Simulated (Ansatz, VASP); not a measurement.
## One calculation of Sb2Pt, two programs

INCAR

```
SYSTEM = Sb2Pt
ALGO = Normal
EDIFF = 1E-6
ENCUT = 520
GGA = PE
ISIF = 2
ISMEAR = -1
LASPH = .True.
LCHARG = .False.
LREAL = .False.
LWAVE = .False.
NBANDS = 52
NELM = 100
PREC = Accurate
SIGMA = 0.02
```

The input KPOINTS:

```
k-points
0
Gamma
  4 4 4
  0 0 0
```

File POSCAR:

```
Sb2Pt
1.0
    6.5065554916      0.0000000000      0.0000000000
    0.0000000000      6.5065554916      0.0000000000
    0.0000000000      0.0000000000      6.5065554916
Sb Pt
8 4
Direct
    0.3755526315      0.3755526315      0.3755526315
    0.1244473685      0.6244473685      0.8755526315
    0.8755526315      0.1244473685      0.6244473685
    0.6244473685      0.8755526315      0.1244473685
    0.6244473685      0.6244473685      0.6244473685
    0.8755526315      0.3755526315      0.1244473685
    0.1244473685      0.8755526315      0.3755526315
    0.3755526315      0.1244473685      0.8755526315
    0.0000000000      0.0000000000      0.0000000000
    0.5000000000      0.0000000000      0.5000000000
    0.5000000000      0.5000000000      0.0000000000
    0.0000000000      0.5000000000      0.5000000000
```

Input for Ansatz:

```yaml
crystal:
  lattice:
    - [6.5065554916, 0.0, 0.0]
    - [0.0, 6.5065554916, 0.0]
    - [0.0, 0.0, 6.5065554916]
  atoms:
    - { symbol: Sb, position: [0.3755526315, 0.3755526315, 0.3755526315] }
    - { symbol: Sb, position: [0.1244473685, 0.6244473685, 0.8755526315] }
    - { symbol: Sb, position: [0.8755526315, 0.1244473685, 0.6244473685] }
    - { symbol: Sb, position: [0.6244473685, 0.8755526315, 0.1244473685] }
    - { symbol: Sb, position: [0.6244473685, 0.6244473685, 0.6244473685] }
    - { symbol: Sb, position: [0.8755526315, 0.3755526315, 0.1244473685] }
    - { symbol: Sb, position: [0.1244473685, 0.8755526315, 0.3755526315] }
    - { symbol: Sb, position: [0.3755526315, 0.1244473685, 0.8755526315] }
    - { symbol: Pt, position: [0.0, 0.0, 0.0] }
    - { symbol: Pt, position: [0.5, 0.0, 0.5] }
    - { symbol: Pt, position: [0.5, 0.5, 0.0] }
    - { symbol: Pt, position: [0.0, 0.5, 0.5] }
kpoints:
  mp_grid: { grid: [4, 4, 4] }
  band_path:
    path:
      - [[0.0, 0.0, 0.0], [-1.461319368344e-51, 0.5, -8.274754379882e-70], [0.5, 0.5, 1.973322594286e-35], [0.0, 0.0, 0.0], [0.5, 0.5, 0.5], [-1.461319368344e-51, 0.5, -8.274754379882e-70]]
      - [[0.5, 0.5, 0.5], [0.5, 0.5, 1.973322594286e-35], [0.5, 4.193310512858e-35, 1.973322594286e-35]]
    npoints: 10
hamiltonian:
  xc: pbe
scf:
  occupations: { method: fermi_dirac, width: 0.02 }
  n_extra_bands: 7
output:
  forces: true
  stress: true
  eigenvalues: true
```

Alike in both runs: task single point; functional PBE; k mesh 4 × 4 × 4; occupations fermi-dirac, width 0.02 eV; no spin polarisation.

|  | VASP | Ansatz |
| --- | --- | --- |
| version | VASP 6.6.1 | Ansatz 0.2.0 |
| potentials or method | VASP PAW PBE potentials, release 64 (Sb, Pt) | plane waves, PAW |
| plane-wave cutoff (eV) | 520 | 420 |
| valence electrons in the cell | 80 | 192 |

Ansatz gave:

```
pressure (GPa)                     : 2.6
rms of the force components (eV/Å) : 0.063
```

Q: Which values does VASP return?

A: Pressure (GPa): 2.3; rms of the force components (eV/Å): 0.077.

Atom by atom the forces differ by 0.014 eV/Å (rms over components). With one functional, cell and mesh, what is left measures potentials, basis and numerics. VASP's potentials hold 80 valence electrons a cell and Ansatz's 192, so a difference there can come from the potentials and not from the codes.

Neither program's run includes spin-orbit coupling.
